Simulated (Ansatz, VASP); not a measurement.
## H2O in VASP and in Ansatz

```xyz
3
Lattice="15.0000 0.0000 0.0000 0.0000 15.5000 0.0000 0.0000 0.0000 16.0000" Properties=species:S:1:pos:R:3 pbc="T T T"
O     7.5014    7.4390    7.7520
H     8.2628    7.9275    8.1007
H     6.7358    7.8835    8.1474
```

Alike in both runs: functional PBE; dispersion D3(BJ); k mesh 1 × 1 × 1; occupations gaussian, width 0.005 eV; no spin polarisation.

Ansatz relaxed the structure, and its values are those at the end. VASP's run is a single point on that final structure, the one shown.

```csv
,VASP,Ansatz
version,VASP 6.6.1,Ansatz 0.2.0
potentials or method,"VASP PAW PBE potentials, release 64 (O_h, H_h), cutoff 910 eV","scalar-relativistic, plane waves, PAW"
valence electrons in the cell,8,8
```

Ansatz gave:

| Property | Result |
| --- | --- |
| gap on the k mesh at the Fermi level (eV) | 6.25 |
| rms of the force components (eV/Å) | 0.001 |

**Question.** What did VASP give for the same quantities?

**Answer.** gap on the k mesh at the Fermi level (eV): 6.25; rms of the force components (eV/Å): 0.007.

Noted on VASP's run: the cutoff is short for stress, so the pressure is rough.
